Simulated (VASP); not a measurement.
A run of VASP 6.6.1 is set up as follows.

File INCAR:

```
PREC = Accurate
ENCUT = 520
EDIFF = 1E-8
ISMEAR = -1
SIGMA = 0.02
LREAL = F
LASPH = T
NELM = 60
ALGO = Normal
ISIF = 2
LWAVE = F
LCHARG = F
GGA = PE
LEFG = T
NBANDS = 56
```

The input KPOINTS:

```
Automatic mesh
0
Gamma
  4 4 4
```

Contents of POSCAR:

```
HfO2
1.0
    5.0803194000      0.0000000000      0.0000000000
    0.0000000000      5.1648674500      0.0000000000
    0.0000000000      0.0000000000      4.8908836500
Hf O
4 8
Direct
    0.2774091800      0.2817995800      0.7279320600
    0.7774091800      0.2182004200      0.2720679400
    0.7225908200      0.7182004200      0.7279320600
    0.2225908200      0.7817995800      0.2720679400
    0.5000000000      0.5000000000      0.4243750100
    0.0000000000      0.0000000000      0.5756249900
    0.5000000000      0.0000000000      0.5109455500
    0.0000000000      0.5000000000      0.4890544500
    0.3131846800      0.6636487800      0.8954653800
    0.8131846800      0.8363512200      0.1045346200
    0.6868153200      0.3363512200      0.8954653800
    0.1868153200      0.1636487800      0.1045346200
```

Potentials or basis: VASP PAW PBE potentials, release 64 (Hf_pv, O).

The run is started by

```bash
$ cat potpaw_PBE.64/Hf_pv/POTCAR potpaw_PBE.64/O/POTCAR > POTCAR
$ mpirun -np 1 vasp_std > vasp.out
```

(1) What does it give for the band gap on the k mesh?

(2) Predict the largest force.

(3) Estimate the pressure.

## Answers

(1) 3.82 eV.

(2) 0.106 eV/Å.

(3) 6.5 GPa.

Caveat: the cell stands under pressure; without QUAD_EFG the Cq values of the log hold for a quadrupole moment of 1 mb, not for the nuclei; spin-orbit coupling is left out, which moves the levels of the heavy elements.
